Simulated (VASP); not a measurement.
# Si (I4_1/amd) in VASP: further runs

The runs below take Si through single point, with PBEsol.

All numbers are computed with VASP 6.6.1; they aren't measurements. Logs are shortened: lines on timing, memory, paths and dates and some standing lists are left out, and cuts for length are marked.

## Step 1: The cell of the first run

Symmetry: I4_1/amd, No. 141, tetragonal system. Conventional cell: a = 3.853 Å, b = 3.853 Å, c = 5.379 Å, α = 90.00°, β = 90.00°, γ = 90.00°. Si (site symmetry -4m2) has 4 Si at 2.35 Å within 3.1 Å.

## Step 2: Single point, PBEsol

Input file INCAR:

```
PREC     = Accurate       # precision mode
ENCUT    = 500            # plane-wave cutoff, eV
EDIFF    = 1E-6           # SCF threshold, eV
ISMEAR   = 0              # smearing method
SIGMA    = 0.01           # smearing width, eV
LREAL    = False          # projectors in reciprocal space
LASPH    = True           # aspherical terms in the spheres
NELM     = 120            # most SCF steps
ALGO     = Normal         # electronic algorithm
ISIF     = 2              # what is computed and relaxed
LWAVE    = False          # write WAVECAR
LCHARG   = False          # write CHGCAR
GGA      = PS             # functional
NBANDS   = 11             # bands
GGA_COMPAT= False
```

Input file KPOINTS:

```
Automatic mesh
0
Gamma
  4 4 4
```

Input file POSCAR:

```
Si
1.0
    0.0000000000      2.7247216500      2.6896621261
    2.7247216500      0.0000000000      2.6896621261
    2.7247216500      2.7247216500      0.0000000000
Si
2
Direct
    0.0000000000      0.0000000000      0.0000000000
    0.2500000000      0.2500000000      0.2500000000
```

Potentials or basis: VASP PAW PBE potentials, release 64 (Si).

Run with:

```bash
cat potpaw_PBE.64/Si/POTCAR > POTCAR
mpirun -np 1 vasp_std > vasp.out
```

OUTCAR:

```text
PREC = Accurate
   ENCUT = 500
   EDIFF = 1E-6
   ISMEAR = 0
   LREAL = False
   LASPH = True
   NELM = 120
   ISIF = 2
   GGA = PS

 ion  position               nearest neighbor table
   1  0.000  0.000  0.000-   2 2.35   2 2.35   2 2.35   2 2.35
   2  0.250  0.250  0.250-   1 2.35   1 2.35   1 2.35   1 2.35

  LATTYP: Found a body centered tetragonal cell.
 ALAT       =     3.8533383111
 C/A-ratio  =     1.3960166012

  Lattice vectors:

 A1 = (   0.0000000000,  -2.7247216500,  -2.6896621261)
 A2 = (   0.0000000000,   2.7247216500,  -2.6896621261)
 A3 = (   2.7247216500,   0.0000000000,   2.6896621261)

Analysis of symmetry for initial positions (statically):
=====================================================================
 Subroutine PRICEL returns:
 Original cell was already a primitive cell.

 Routine SETGRP: Setting up the symmetry group for a
 body centered tetragonal supercell.

 Subroutine GETGRP returns: Found 16 space group operations
 (whereof  8 operations were pure point group operations)
 out of a pool of 16 trial point group operations.

The static configuration has the point symmetry D_2d.
 The point group associated with its full space group is D_4h.

Analysis of symmetry for dynamics (positions and initial velocities):
=====================================================================
 Subroutine PRICEL returns:
 Original cell was already a primitive cell.

 Routine SETGRP: Setting up the symmetry group for a
 body centered tetragonal supercell.

 Subroutine GETGRP returns: Found 16 space group operations
 (whereof  8 operations were pure point group operations)
 out of a pool of 16 trial point group operations.

The dynamic configuration has the point symmetry D_2d.
 The point group associated with its full space group is D_4h.

 Subroutine INISYM returns: Found 16 space group operations
 (whereof  8 operations are pure point group operations),
 and found     1 'primitive' translations

----------------------------------------------------------------------------------------

                                     Primitive cell

  volume of cell :      39.9367

  direct lattice vectors                    reciprocal lattice vectors
     0.000000000  2.724721650  2.689662126    -0.183504983  0.183504983  0.185896955
     2.724721650  0.000000000  2.689662126     0.183504983 -0.183504983  0.185896955
     2.724721650  2.724721650  0.000000000     0.183504983  0.183504983 -0.185896955

  length of vectors
     3.828627747  3.828627747  3.853338311     0.319226934  0.319226934  0.319226934

  position of ions in fractional coordinates (direct lattice)
     0.000000000  0.000000000  0.000000000
     0.250000000  0.250000000  0.250000000

  ion indices of the primitive-cell ions
   primitive index   ion index
                 1           1
                 2           2

----------------------------------------------------------------------------------------

 KPOINTS: Automatic mesh

Automatic generation of k-mesh.
 Grid dimensions read from file:
 generate k-points for:    4    4    4

 Generating k-lattice:

  Cartesian coordinates                     Fractional coordinates (reciprocal lattice)
    -0.045876246  0.045876246  0.046474239     0.250000000  0.000000000  0.000000000
     0.045876246 -0.045876246  0.046474239     0.000000000  0.250000000  0.000000000
     0.045876246  0.045876246 -0.046474239     0.000000000  0.000000000  0.250000000

  Length of vectors
     0.079806734  0.079806734  0.079806734

  Shift w.r.t. Gamma in fractional coordinates (k-lattice)
     0.000000000  0.000000000  0.000000000

 Subroutine IBZKPT returns following result:
 ===========================================

 Found     13 irreducible k-points:

 Following reciprocal coordinates:
            Coordinates               Weight
  0.000000  0.000000  0.000000      1.000000
  0.250000  0.000000  0.000000      8.000000
  0.500000  0.000000  0.000000      4.000000
  0.250000  0.250000  0.000000      2.000000
  0.500000  0.250000  0.000000      8.000000
 -0.250000  0.250000  0.000000      4.000000
  0.500000  0.500000  0.000000      1.000000
  0.250000  0.000000  0.250000      4.000000
  0.500000  0.000000  0.250000     16.000000
 -0.250000  0.000000  0.250000      8.000000
 -0.250000  0.500000  0.250000      4.000000
  0.500000  0.000000  0.500000      2.000000
 -0.250000  0.250000  0.500000      2.000000
   k-points           NKPTS =     13   k-points in BZ     NKDIM =     13   number of bands    NBANDS=     11
   number of dos      NEDOS =    301   number of ions     NIONS =      2
   total plane-waves  NPLWV =  21952
   dimension x,y,z NGX =    28 NGY =   28 NGZ =   28
   dimension x,y,z NGXF=    56 NGYF=   56 NGZF=   56
   ions per type =               2
   NGX,Y,Z   is equivalent  to a cutoff of  12.16, 12.16, 12.08 a.u.
   NGXF,Y,Z  is equivalent  to a cutoff of  24.32, 24.32, 24.16 a.u.
 SYSTEM =  unknown system
   PREC   = accura    normal or accurate (medium, high low for compatibility)
   ISTART =      0    job   : 0-new  1-cont  2-samecut
   ICHARG =      2    charge: 1-file 2-atom 10-const
   ISPIN  =      1    spin polarized calculation?
   LNONCOLLINEAR =      F non collinear calculations
   LSORBIT =      F    spin-orbit coupling
   LASPH  =      T    aspherical Exc in radial PAW
   ENCUT  =  500.0 eV  36.75 Ry    6.06 a.u.   6.98  6.98  7.03*2*pi/ulx,y,z
   NELM   =    120;   NELMIN=  2; NELMDL= -5     # of ELM steps
   EDIFF  = 0.1E-05   stopping-criterion for ELM
   LREAL  =      F    real-space projection
   EDIFFG = 0.1E-04   stopping-criterion for IOM
   NSW    =      0    number of steps for IOM
   IBRION =     -1    ionic relax: 0-MD 1-quasi-New 2-CG
   NFREE  =      0    steps in history (QN), initial steepest desc. (CG)
   ISIF   =      2    stress and relaxation
   ISYM   =      2    0-nonsym 1-usesym 2-fastsym
   POTIM  = 0.5000    time-step for ionic-motion
   TEBEG  =    0.0;   TEEND  =   0.0 temperature during run
   PSTRESS=    0.0 pullay stress
   NELECT =       8.0000    total number of electrons
   NUPDOWN=      -1.0000    fix difference up-down
   EMIN   =  10.00;   EMAX   =-10.00  energy-range for DOS
   EFERMI =   0.00;   METHOD = LEGACY
   ISMEAR =     0;   SIGMA  =   0.01  broadening in eV -4-tet -1-fermi 0-gaus
   EFERMI_NEDOS =   21; number of points for ismear=-14 and -15
   IALGO  =     38    algorithm
   IMIX   =      4    mixing-type and parameters
     AMIX     =   0.40;   BMIX     =  1.00
     AMIX_MAG =   1.60;   BMIX_MAG =  1.00
  volume/ion in A,a.u.               =      19.97       134.75
  Fermi-wavevector in a.u.,A,eV,Ry     =   0.957887  1.810143 12.483985  0.917547
  Thomas-Fermi vector in A             =   2.086945
   LORBIT       =      0    0 simple, 1 ext, 2 COOP (PROOUT), +10 PAW based schemes
   GGA     = PS    functional components
   LHFCALC =     F    Hartree Fock is set to
   AEXX    =    0.0000 exact exchange contribution
   IVDW    =     0    specifies the selected vdW correction
   LEPSILON=     F    determine dielectric tensor
   LRPA    =     F    only Hartree local field effects (RPA)
 non-spin polarized calculation
 Gauss-broadening in eV      SIGMA  =   0.01
  energy-cutoff  :      500.00
  volume of cell :       39.94
 maximum number of plane-waves:      1028
   NGX = 13   NGY = 13   NGZ = 13

 number of electron       8.0000001 magnetization

 Free energy of the ion-electron system (eV)
  ---------------------------------------------------
  ext. energy  EPLUGINS =         0.00000000
  ---------------------------------------------------
  free energy    TOTEN  =       -11.29329069 eV

  energy without entropy =      -11.29329069  energy(sigma->0) =      -11.29329069

 E-fermi :   6.0324     XC(G=0):  -9.5423

 val. band max:        5.9226164383   @ k =   0.0000   0.0000   0.0000
 cond. band min:       6.3532349572   @ k =   0.5000   0.5000   0.0000
 fundamental gap:      0.4306185189
 Fermi energy:         6.0324336419

 k-point     1 :       0.0000    0.0000    0.0000
  band No.  band energies     occupation
      1      -6.1568      2.00000
      2       5.8333      2.00000
      3       5.8333      2.00000
      4       5.9226      2.00000
      5       8.3302      0.00000
      6       8.3762      0.00000
      7       8.3762      0.00000
      8       9.2148      0.00000
      9      13.4109      0.00000
     10      13.5666      0.00000
     11      13.6454      0.00000

 k-point     2 :       0.2500    0.0000    0.0000
  band No.  band energies     occupation
      1      -5.3508      2.00000
      2       1.8972      2.00000
      3       5.0445      2.00000
      4       5.1392      2.00000
      5       7.8165      0.00000
      6       9.2839      0.00000
      7       9.3252      0.00000
      8      12.7206      0.00000
      9      12.9451      0.00000
     10      13.0006      0.00000
     11      14.6369      0.00000

 k-point     3 :       0.5000    0.0000    0.0000
  band No.  band energies     occupation
      1      -3.7957      2.00000
      2      -1.1785      2.00000
      3       4.5910      2.00000
      4       4.7138      2.00000
      5       7.3199      0.00000
      6       9.0588      0.00000
      7       9.1682      0.00000
      8      13.3537      0.00000
      9      16.2875      0.00000
     10      16.4348      0.00000
     11      16.9708      0.00000

 k-point     4 :       0.2500    0.2500    0.0000
  band No.  band energies     occupation
      1      -5.0510      2.00000
      2       2.4020      2.00000
      3       3.8894      2.00000
      4       3.8894      2.00000
      5       6.8027      0.00000
      6       8.8771      0.00000
      7      11.5952      0.00000
      8      11.5952      0.00000
      9      13.9833      0.00000
     10      14.6431      0.00000
     11      17.1795      0.00000

 k-point     5 :       0.5000    0.2500    0.0000
  band No.  band energies     occupation
      1      -3.3908      2.00000
      2      -0.5452      2.00000
      3       2.2951      2.00000
      4       3.5611      2.00000
      5       7.1872      0.00000
      6      10.1048      0.00000
      7      11.5956      0.00000
      8      11.6788      0.00000
      9      16.0195      0.00000
     10      16.3690      0.00000
     11      18.0311      0.00000
[... 57 lines left out ...]
 k-point    10 :      -0.2500    0.0000    0.2500
  band No.  band energies     occupation
      1      -4.0892      2.00000
      2       0.3437      2.00000
      3       2.0074      2.00000
      4       4.5508      2.00000
      5       8.2483      0.00000
      6      10.5653      0.00000
      7      10.9150      0.00000
      8      11.9016      0.00000
      9      12.2413      0.00000
     10      15.4711      0.00000
     11      18.2468      0.00000

 k-point    11 :      -0.2500    0.5000    0.2500
  band No.  band energies     occupation
      1      -1.8005      2.00000
      2      -1.8005      2.00000
      3       1.9293      2.00000
      4       1.9293      2.00000
      5       9.9631      0.00000
      6       9.9631      0.00000
      7      10.7451      0.00000
      8      10.7451      0.00000
      9      16.4841      0.00000
     10      16.4841      0.00000
     11      18.9346      0.00000

 k-point    12 :       0.5000    0.0000    0.5000
  band No.  band energies     occupation
      1      -2.0075      2.00000
      2      -2.0075      2.00000
      3       3.0040      2.00000
      4       3.0040      2.00000
      5       6.4566      0.00000
      6       6.4566      0.00000
      7      15.9144      0.00000
      8      15.9144      0.00000
      9      16.8112      0.00000
     10      16.8112      0.00000
     11      18.3041      0.00000

 k-point    13 :      -0.2500    0.2500    0.5000
  band No.  band energies     occupation
      1      -1.8266      2.00000
      2      -1.8266      2.00000
      3       1.9216      2.00000
      4       1.9216      2.00000
      5      10.1203      0.00000
      6      10.1203      0.00000
      7      10.9189      0.00000
      8      10.9189      0.00000
      9      16.2442      0.00000
     10      16.2442      0.00000
     11      18.6974      0.00000

------------------------ aborting loop because EDIFF is reached ----------------------------------------

  FORCE on cell =-STRESS in cart. coord.  units (eV):
  Direction    XX          YY          ZZ          XY          YZ          ZX
  --------------------------------------------------------------------------------------
  -------------------------------------------------------------------------------------
  Total        0.1925494      0.1925494      0.4870867      0.0000000      0.0000000      0.0000000
  in kB        7.7246839      7.7246839     19.5409141      0.0000000      0.0000000      0.0000000
  external PRESSURE =      11.6634273 kB  Pullay stress =       0.0000000 kB

 VOLUME and BASIS-vectors are now :
 -----------------------------------------------------------------------------
  energy-cutoff  :      500.00
  volume of cell :       39.94
      direct lattice vectors                 reciprocal lattice vectors
     0.000000000  2.724721650  2.689662126    -0.183504983  0.183504983  0.185896955
     2.724721650  0.000000000  2.689662126     0.183504983 -0.183504983  0.185896955
     2.724721650  2.724721650  0.000000000     0.183504983  0.183504983 -0.185896955

 POSITION                                       TOTAL-FORCE (eV/Angst)
 -----------------------------------------------------------------------------------
      0.00000      0.00000      0.00000        -0.000000     -0.000000      0.000000
      1.36236      1.36236      1.34483         0.000000      0.000000     -0.000000
 -----------------------------------------------------------------------------------
    total drift:                                0.000000      0.000000     -0.000000

  FREE ENERGIE OF THE ION-ELECTRON SYSTEM (eV)
  ---------------------------------------------------
  free  energy   TOTEN  =       -11.2932906891 eV

  energy  without entropy=      -11.2932906891  energy(sigma->0) =      -11.29329069
```

Wall time 6.6 s (1 thread of Intel Xeon 6975P-C, shared host); peak memory 0.14 GiB.

What came out:

```
Free energy            : -11.2933 eV
Pressure               : 1.2 GPa
Band gap on the k mesh : 0.43 eV, indirect (least direct gap 2.41 eV)
```

Stress tensor (GPa, compression positive):
```
0.77 0.00 0.00
0.00 0.77 0.00
0.00 0.00 1.95
```

Levels at points of the mesh, in eV from the valence-band top:
| k point | band 2 | band 3 | band 4 | band 5 | band 6 | band 7 |
| --- | --- | --- | --- | --- | --- | --- |
| (0.00, 0.00, 0.00) | -0.09 | -0.09 | 0.00 | 2.41 | 2.45 | 2.45 |
| (0.50, 0.00, 0.00) | -7.10 | -1.33 | -1.21 | 1.40 | 3.14 | 3.25 |
| (0.50, 0.50, 0.00) | -7.85 | -3.02 | -3.02 | 0.43 | 0.43 | 10.00 |
| (0.50, 0.00, 0.50) | -7.93 | -2.92 | -2.92 | 0.53 | 0.53 | 9.99 |

Caveat: the k points lie up to 0.50 Å⁻¹ apart; the PAW data sets were made with another functional, which shifts forces and pressure a little. A hybrid or GW would open this gap; PBEsol tends to underestimate it.

(Part 1 of 2 ends here.)
